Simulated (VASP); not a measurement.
A run of VASP 6.6.1:

The input INCAR:

```
PREC = Accurate ; ENCUT = 520
EDIFF = 1E-6 ; ISMEAR = -1
SIGMA = 0.05 ; LREAL = F
LASPH = T ; NELM = 120
ALGO = Normal ; ISIF = 2
LWAVE = F ; LCHARG = T
GGA = PS ; LELF = T
LVHAR = T ; NBANDS = 45
GGA_COMPAT = F
```

Contents of KPOINTS:

```
regular mesh
0
Gamma
  4 3 4
```

Contents of POSCAR:

```
LuSiRh3
1.0
    4.3109720000     -0.0649770000     -0.0423890000
   -0.0649770000      4.3832580000      0.0639310000
   -0.0423890000      0.0639310000      4.2517200000
Rh Si Lu
3 1 1
Direct
   -0.0355621906      0.5265340112      0.5141614943
    0.4973452695      0.9666105294      0.4965457723
    0.4988881085      0.4852930624      0.0298846343
    0.4633840979      0.4385100672      0.5333648503
    1.0125415242      1.0148025830      0.0053865915
```

Potentials or basis: VASP PAW PBE potentials, release 64 (Rh_pv, Si, Lu).

Run with:

```sh
$ cat potpaw_PBE.64/Rh_pv/POTCAR potpaw_PBE.64/Si/POTCAR potpaw_PBE.64/Lu/POTCAR > POTCAR
$ mpirun -np 1 vasp_std > vasp.out
```

Hardware: 1 thread of Intel Xeon 8259CL, on a shared host.

Question: How long does it take, and how much memory?

Answer: Wall time 2.7 min on 1 thread of Intel Xeon 8259CL, on a shared host, peak memory 0.25 GiB. Counts: scf iterations 15, k points 26.
